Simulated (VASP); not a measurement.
P, 16 atoms in the cell. The cell holds a slab with vacuum, 16 atoms: a = 6.645 Å, b = 8.334 Å, c = 18.168 Å, α = 90.00°, β = 90.00°, γ = 90.00°. 

| Quantity | Value |
| --- | --- |
| Program | VASP 6.6.1 |
| Task | single point |
| Functional | PBE |
| Dispersion | D3(BJ) |
| Potentials or basis | VASP PAW PBE potentials, release 64 (P) |
| Cutoff | 400 eV |
| k mesh | 3 × 3 × 1 |
| Occupations | gaussian, width 0.1 eV |
| Spin | no spin polarisation |
| Dipole correction | yes |
| Further INCAR settings | ALGO = Normal; EDIFF = 1e-06; NBANDS = 54; NELMDL = -8 |

Potentials or basis: VASP PAW PBE potentials, release 64 (P).

Launch:

```bash
$ cat potpaw_PBE.64/P/POTCAR > POTCAR
$ mpirun -np 1 vasp_std > vasp.out
```

Hardware: 1 thread of Intel(R) Xeon(R) 6975P-C (Granite Rapids), on a shared host.

Task: How long does it take, and how much memory?

Result: Run time: 3.3 min on 1 thread of Intel(R) Xeon(R) 6975P-C (Granite Rapids) (shared host), peak memory 0.63 GiB. Counts: scf iterations 25, k points 4.
